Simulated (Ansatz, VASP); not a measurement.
One calculation of MgH2, two programs

```
CELL_PARAMETERS angstrom
0.00000 2.37924 2.37924
2.37924 0.00000 2.37924
2.37924 2.37924 0.00000
ATOMIC_POSITIONS crystal
Mg 0.00000 0.00000 0.00000
H 0.25000 0.25000 0.25000
H 0.75000 0.75000 0.75000
```

Alike in both runs: functional PBE; k mesh 16 × 16 × 16; occupations gaussian, width 0.1 eV; no spin polarisation.

Ansatz relaxed the structure, and its values are those at the end. VASP's run is a single point on that final structure, the one shown.

```csv
,VASP,Ansatz
version,VASP 6.6.1,Ansatz 0.2.0
potentials or method,"VASP PAW PBE potentials, release 64 (Mg, H), cutoff 520 eV","scalar-relativistic, plane waves, PAW"
valence electrons in the cell,4,12
```

Ansatz gave:

| Item | Value |
| --- | --- |
| gap on the k mesh at the Fermi level (eV) | none |
| pressure (GPa) | 0.0 |

Q: What did VASP give for the same quantities?

A: gap on the k mesh at the Fermi level (eV): none; pressure (GPa): -0.4.

A gap of «none» marks a metal or a gap that the smearing closes. VASP's potentials hold 4 valence electrons a cell and Ansatz's 12, so a difference there can come from the potentials and not from the codes.
